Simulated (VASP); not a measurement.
# BTe (P-6m2) in VASP: a series of runs

Runs on BTe. Level: PBE. Tasks: single point, relaxation of cell and atoms.

All numbers are computed with VASP 6.6.1; they aren't measurements. Logs are shortened: lines on timing, memory, paths and dates and some standing lists are left out, and cuts for length are marked.

### Step 1. The cell of the first run

Symmetry: P-6m2, No. 187, hexagonal system. Conventional cell: a = 3.463 Å, b = 3.463 Å, c = 3.336 Å, α = 90.00°, β = 90.00°, γ = 120.00°. Within 3.4 Å of B (site symmetry -6m2) lie 6 Te at 2.60 Å and 2 B at 3.34 Å. Te (site symmetry -6m2) has 6 B at 2.60 Å and 2 Te at 3.34 Å within 3.4 Å.

### Step 2. Single point, PBE

Input file INCAR:

```
SYSTEM = BTe
  PREC = Accurate
  ENCUT = 520
  EDIFF = 1E-6
  ISMEAR = 0
  SIGMA = 0.1
  LREAL = .False.
  LASPH = .True.
  NELM = 100
  ALGO = Normal
  ISIF = 2
  LWAVE = .False.
  LCHARG = .False.
  GGA = PE
  NBANDS = 12
```

Input file KPOINTS:

```
regular mesh
0
Gamma
  6 6 6
  0 0 0
```

Input file POSCAR:

```
BTe
1.0
    3.4626104100      0.0000000000      0.0000000000
   -1.7313052100      2.9987085800      0.0000000000
    0.0000000000      0.0000000000      3.3355543700
B Te
1 1
Direct
    0.3333333300      0.6666666700      0.5000000000
    0.0000000000      0.0000000000      0.0000000000
```

Potentials or basis: VASP PAW PBE potentials, release 64 (B, Te).

The run is started by

```bash
$ cat potpaw_PBE.64/B/POTCAR potpaw_PBE.64/Te/POTCAR > POTCAR
$ mpirun -np 1 vasp_std > vasp.out
```

OUTCAR:

```text
SYSTEM = BTe
   PREC = Accurate
   ENCUT = 520
   EDIFF = 1E-6
   ISMEAR = 0
   LREAL = .False.
   LASPH = .True.
   NELM = 100
   ISIF = 2
   GGA = PE

 ion  position               nearest neighbor table
   1  0.333  0.667  0.500-   2 2.60   2 2.60   2 2.60   2 2.60   2 2.60   2 2.60
   2  0.000  0.000  0.000-   1 2.60   1 2.60   1 2.60   1 2.60   1 2.60   1 2.60

  LATTYP: Found a hexagonal cell.
 ALAT       =     3.4626104100
 C/A-ratio  =     0.9633062849

  Lattice vectors:

 A1 = (   3.4626104100,   0.0000000000,   0.0000000000)
 A2 = (  -1.7313052100,   2.9987085800,   0.0000000000)
 A3 = (   0.0000000000,   0.0000000000,   3.3355543700)

Analysis of symmetry for initial positions (statically):
=====================================================================
 Subroutine PRICEL returns:
 Original cell was already a primitive cell.

 Routine SETGRP: Setting up the symmetry group for a
 hexagonal supercell.

 Subroutine GETGRP returns: Found 12 space group operations
 (whereof 12 operations were pure point group operations)
 out of a pool of 24 trial point group operations.

The static configuration has the point symmetry D_3h.

Analysis of symmetry for dynamics (positions and initial velocities):
=====================================================================
 Subroutine PRICEL returns:
 Original cell was already a primitive cell.

 Routine SETGRP: Setting up the symmetry group for a
 hexagonal supercell.

 Subroutine GETGRP returns: Found 12 space group operations
 (whereof 12 operations were pure point group operations)
 out of a pool of 24 trial point group operations.

The dynamic configuration has the point symmetry D_3h.

 Subroutine INISYM returns: Found 12 space group operations
 (whereof 12 operations are pure point group operations),
 and found     1 'primitive' translations

----------------------------------------------------------------------------------------

                                     Primitive cell

  volume of cell :      34.6343

  direct lattice vectors                    reciprocal lattice vectors
     3.462610410  0.000000000  0.000000000     0.288799455  0.166738444  0.000000000
    -1.731305210  2.998708580  0.000000000     0.000000000  0.333476886  0.000000000
     0.000000000  0.000000000  3.335554370     0.000000000  0.000000000  0.299800240

  length of vectors
     3.462610410  3.462610414  3.335554370     0.333476887  0.333476886  0.299800240

  position of ions in fractional coordinates (direct lattice)
     0.333333330  0.666666670  0.500000000
     0.000000000  0.000000000  0.000000000

  ion indices of the primitive-cell ions
   primitive index   ion index
                 1           1
                 2           2

----------------------------------------------------------------------------------------

 KPOINTS: regular mesh

Automatic generation of k-mesh.
 Grid dimensions read from file:
 generate k-points for:    6    6    6

 Generating k-lattice:

  Cartesian coordinates                     Fractional coordinates (reciprocal lattice)
     0.048133243  0.027789741  0.000000000     0.166666667 -0.000000000  0.000000000
     0.000000000  0.055579481  0.000000000     0.000000000  0.166666667  0.000000000
     0.000000000  0.000000000  0.049966707     0.000000000  0.000000000  0.166666667

  Length of vectors
     0.055579481  0.055579481  0.049966707

  Shift w.r.t. Gamma in fractional coordinates (k-lattice)
     0.000000000  0.000000000  0.000000000

 Subroutine IBZKPT returns following result:
 ===========================================

 Found     28 irreducible k-points:

 Following reciprocal coordinates:
            Coordinates               Weight
  0.000000  0.000000  0.000000      1.000000
  0.166667  0.000000  0.000000      6.000000
  0.333333  0.000000  0.000000      6.000000
  0.500000  0.000000  0.000000      3.000000
  0.166667  0.166667  0.000000      6.000000
  0.333333  0.166667  0.000000     12.000000
[... 16 lines left out ...]
  0.166667  0.000000  0.500000      6.000000
  0.333333  0.000000  0.500000      6.000000
 [... further k-points ...]
   k-points           NKPTS =     28   k-points in BZ     NKDIM =     28   number of bands    NBANDS=     12
   number of dos      NEDOS =    301   number of ions     NIONS =      2
   total plane-waves  NPLWV =  21952
   dimension x,y,z NGX =    28 NGY =   28 NGZ =   28
   dimension x,y,z NGXF=    56 NGYF=   56 NGZF=   56
   ions per type =               1   1
   NGX,Y,Z   is equivalent  to a cutoff of  13.44, 13.44, 13.96 a.u.
   NGXF,Y,Z  is equivalent  to a cutoff of  26.89, 26.89, 27.91 a.u.
 SYSTEM =  BTe
   PREC   = accura    normal or accurate (medium, high low for compatibility)
   ISTART =      0    job   : 0-new  1-cont  2-samecut
   ICHARG =      2    charge: 1-file 2-atom 10-const
   ISPIN  =      1    spin polarized calculation?
   LNONCOLLINEAR =      F non collinear calculations
   LSORBIT =      F    spin-orbit coupling
   LASPH  =      T    aspherical Exc in radial PAW
   ENCUT  =  520.0 eV  38.22 Ry    6.18 a.u.   6.44  6.44  6.20*2*pi/ulx,y,z
   NELM   =    100;   NELMIN=  2; NELMDL= -5     # of ELM steps
   EDIFF  = 0.1E-05   stopping-criterion for ELM
   LREAL  =      F    real-space projection
   EDIFFG = 0.1E-04   stopping-criterion for IOM
   NSW    =      0    number of steps for IOM
   IBRION =     -1    ionic relax: 0-MD 1-quasi-New 2-CG
   NFREE  =      0    steps in history (QN), initial steepest desc. (CG)
   ISIF   =      2    stress and relaxation
   ISYM   =      2    0-nonsym 1-usesym 2-fastsym
   POTIM  = 0.5000    time-step for ionic-motion
   TEBEG  =    0.0;   TEEND  =   0.0 temperature during run
   PSTRESS=    0.0 pullay stress
   NELECT =       9.0000    total number of electrons
   NUPDOWN=      -1.0000    fix difference up-down
   EMIN   =  10.00;   EMAX   =-10.00  energy-range for DOS
   EFERMI =   0.00;   METHOD = LEGACY
   ISMEAR =     0;   SIGMA  =   0.10  broadening in eV -4-tet -1-fermi 0-gaus
   EFERMI_NEDOS =   21; number of points for ismear=-14 and -15
   IALGO  =     38    algorithm
   IMIX   =      4    mixing-type and parameters
     AMIX     =   0.40;   BMIX     =  1.00
     AMIX_MAG =   1.60;   BMIX_MAG =  1.00
  volume/ion in A,a.u.               =      17.32       116.86
  Fermi-wavevector in a.u.,A,eV,Ry     =   1.044689  1.974176 14.849060  1.091375
  Thomas-Fermi vector in A             =   2.179453
   LORBIT       =      0    0 simple, 1 ext, 2 COOP (PROOUT), +10 PAW based schemes
   GGA     = PE    functional components
   LHFCALC =     F    Hartree Fock is set to
   AEXX    =    0.0000 exact exchange contribution
   IVDW    =     0    specifies the selected vdW correction
   LEPSILON=     F    determine dielectric tensor
   LRPA    =     F    only Hartree local field effects (RPA)
 non-spin polarized calculation
 Gauss-broadening in eV      SIGMA  =   0.10
  energy-cutoff  :      520.00
  volume of cell :       34.63
 maximum number of plane-waves:       944
 NGX is ok and might be reduce to    28
   NGX = 13   NGY = 13   NGZ = 13

 number of electron       9.0000000 magnetization

 Free energy of the ion-electron system (eV)
  ---------------------------------------------------
  ext. energy  EPLUGINS =         0.00000000
  ---------------------------------------------------
  free energy    TOTEN  =        -7.17991513 eV

  energy without entropy =       -7.17339037  energy(sigma->0) =       -7.17665275

 E-fermi :   8.4147     XC(G=0): -10.6812

 val. band max:        8.4078956701   @ k =   0.3333   0.3333   0.3333
 cond. band min:       8.4502639269   @ k =   0.5000   0.0000   0.0000
 fundamental gap:      0.0423682568
 Fermi energy:         8.4147081861

 k-point     1 :       0.0000    0.0000    0.0000
  band No.  band energies     occupation
      1      -6.5713      2.00000
      2       5.7720      2.00000
      3       7.1557      2.00000
      4       7.6337      2.00000
      5       7.6337      2.00000
      6      11.5877      0.00000
      7      11.5877      0.00000
      8      13.0691      0.00000
      9      16.2466      0.00000
     10      16.5441      0.00000
     11      20.7111      0.00000
     12      20.7111      0.00000

 k-point     2 :       0.1667    0.0000    0.0000
  band No.  band energies     occupation
      1      -6.1689      2.00000
      2       4.5450      2.00000
      3       6.1904      2.00000
      4       6.7814      2.00000
      5       8.3472      1.66043
      6      11.0909      0.00000
      7      12.8142      0.00000
      8      14.6782      0.00000
      9      14.9977      0.00000
     10      17.4610      0.00000
     11      20.4679      0.00000
     12      20.9455      0.00000

 k-point     3 :       0.3333    0.0000    0.0000
  band No.  band energies     occupation
      1      -5.0557      2.00000
      2       1.3200      2.00000
      3       5.7081      2.00000
      4       7.3545      2.00000
      5       8.3490      1.64749
      6      11.1740      0.00000
      7      12.6121      0.00000
      8      14.4360      0.00000
      9      15.0417      0.00000
     10      18.7186      0.00000
     11      21.0638      0.00000
     12      21.2532      0.00000

 k-point     4 :       0.5000    0.0000    0.0000
  band No.  band energies     occupation
      1      -4.0799      2.00000
      2      -0.4273      2.00000
      3       5.3037      2.00000
      4       8.2075      1.99661
      5       8.4503      0.61508
      6      11.0215      0.00000
      7      11.9408      0.00000
      8      13.6871      0.00000
      9      14.9202      0.00000
     10      20.4644      0.00000
     11      21.1097      0.00000
     12      21.5083      0.00000

 k-point     5 :       0.1667    0.1667    0.0000
  band No.  band energies     occupation
      1      -5.4023      2.00000
      2       2.4468      2.00000
      3       4.8788      2.00000
      4       6.9919      2.00000
      5       9.2500      0.00000
      6      11.7714      0.00000
      7      13.1317      0.00000
      8      13.3082      0.00000
      9      15.9237      0.00000
     10      17.1071      0.00000
     11      20.1487      0.00000
     12      21.1553      0.00000
[... 228 lines left out ...]
      1      -2.3922      2.00000
      2       1.2575      2.00000
      3       3.5738      2.00000
      4       3.9262      2.00000
      5       5.1300      2.00000
      6       8.4079      1.07675
      7      15.0864      0.00000
      8      15.2451      0.00000
      9      18.1835      0.00000
     10      21.5546      0.00000
     11      21.6028      0.00000
     12      21.9352      0.00000

 k-point    22 :       0.0000    0.0000    0.5000
  band No.  band energies     occupation
      1      -4.6048      2.00000
      2      -1.2083      2.00000
      3      10.2319      0.00000
      4      10.2319      0.00000
      5      10.2821      0.00000
      6      10.2821      0.00000
      7      11.6462      0.00000
      8      12.3324      0.00000
      9      17.3017      0.00000
     10      17.3017      0.00000
     11      18.1423      0.00000
     12      18.1423      0.00000

 k-point    23 :       0.1667    0.0000    0.5000
  band No.  band energies     occupation
      1      -4.2003      2.00000
      2      -0.8051      2.00000
      3       7.2797      2.00000
      4       8.2624      1.96874
      5       9.5631      0.00000
      6       9.9288      0.00000
      7      12.3866      0.00000
      8      13.0385      0.00000
      9      17.5366      0.00000
     10      17.6850      0.00000
     11      18.7279      0.00000
     12      19.2264      0.00000

 k-point    24 :       0.3333    0.0000    0.5000
  band No.  band energies     occupation
      1      -3.0956      2.00000
      2       0.3473      2.00000
      3       3.8459      2.00000
      4       5.4237      2.00000
      5       8.5776      0.02122
      6       9.3566      0.00000
      7      11.7250      0.00000
      8      12.6079      0.00000
      9      19.0651      0.00000
     10      19.6758      0.00000
     11      21.8404      0.00000
     12      21.9531      0.00000

 [... further k-points ...]
[... 5 lines left out ...]
  --------------------------------------------------------------------------------------
  -------------------------------------------------------------------------------------
  Total        0.2481491      0.2481491     -1.0475737     -0.0000000      0.0000000      0.0000000
  in kB       11.4793508     11.4793508    -48.4606516     -0.0000000      0.0000000      0.0000000
  external PRESSURE =      -8.5006500 kB  Pullay stress =       0.0000000 kB

 VOLUME and BASIS-vectors are now :
 -----------------------------------------------------------------------------
  energy-cutoff  :      520.00
  volume of cell :       34.63
      direct lattice vectors                 reciprocal lattice vectors
     3.462610410  0.000000000  0.000000000     0.288799455  0.166738444  0.000000000
    -1.731305210  2.998708580  0.000000000     0.000000000  0.333476886  0.000000000
     0.000000000  0.000000000  3.335554370     0.000000000  0.000000000  0.299800240

 POSITION                                       TOTAL-FORCE (eV/Angst)
 -----------------------------------------------------------------------------------
     -0.00000      1.99914      1.66778         0.000000      0.000000      0.000000
      0.00000      0.00000      0.00000        -0.000000      0.000000      0.000000
 -----------------------------------------------------------------------------------
    total drift:                                0.000001     -0.000001      0.000000

  FREE ENERGIE OF THE ION-ELECTRON SYSTEM (eV)
  ---------------------------------------------------
  free  energy   TOTEN  =        -7.1799151348 eV

  energy  without entropy=       -7.1733903668  energy(sigma->0) =       -7.17665275
```

It took 7.4 s on 1 thread of Intel Xeon Platinum 8488C (Sapphire Rapids), shared host; peak memory 0.15 GiB.

What came out:

- Free energy: -7.1799 eV
- Pressure: -0.9 GPa

Caveat: spin-orbit coupling is left out, which moves the levels of the heavy elements.

[end of part 1 of 2]
